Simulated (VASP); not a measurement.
SiC: single point with r2SCAN

The system is SiC.

```
Si C
1.0
     3.03169    0.00000    0.00000
    -1.51584    2.62552    0.00000
     0.00000    0.00000    5.06122
Si C
2 2
Direct
  0.33333 0.66667 0.50049
  0.66667 0.33333 0.00049
  0.33333 0.66667 0.87451
  0.66667 0.33333 0.37451
```

This cell differs from its parent crystal: epitaxial xy strain -1.4%.

* Program: VASP 6.6.1
* Task: single point
* Functional: r2SCAN
* Potentials or basis: VASP PAW PBE potentials, release 64 (Si, C)
* Cutoff: 520 eV
* k mesh: 12 × 12 × 6
* Occupations: gaussian, width 0.01 eV
* Spin: no spin polarisation

The pressure is 6.1 GPa and the band gap on the k mesh is 2.48 eV (least direct gap 4.68 eV).

Stress tensor (GPa, compression positive):
```
 9.31  0.00  0.00
 0.00  9.31  0.00
 0.00  0.00 -0.26
```

Levels at points of the mesh, in eV from the valence-band top:
```csv
k point,band 5,band 6,band 7,band 8,band 9,band 10,band 11,band 12
"(0.00, 0.00, 0.00)",-1.32,-0.29,0.00,0.00,5.86,6.67,7.46,7.46
"(0.50, 0.00, 0.00)",-5.77,-3.50,-3.47,-1.31,3.37,4.51,7.66,7.74
"(0.00, 0.00, 0.50)",-0.71,-0.71,-0.71,-0.71,6.90,6.90,8.14,8.14
"(0.50, 0.00, 0.50)",-2.62,-2.62,-2.58,-2.58,3.67,3.67,5.83,5.83
```

Run time: 3.8 min on 1 thread of Intel Xeon 8259CL, on a shared host, peak memory 0.19 GiB.

Caveat: the cell differs from its parent crystal (epitaxial xy strain -1.4%); the cell stands under pressure; the PAW data sets were made with another functional, which shifts forces and pressure a little. A k mesh can miss the band edges.
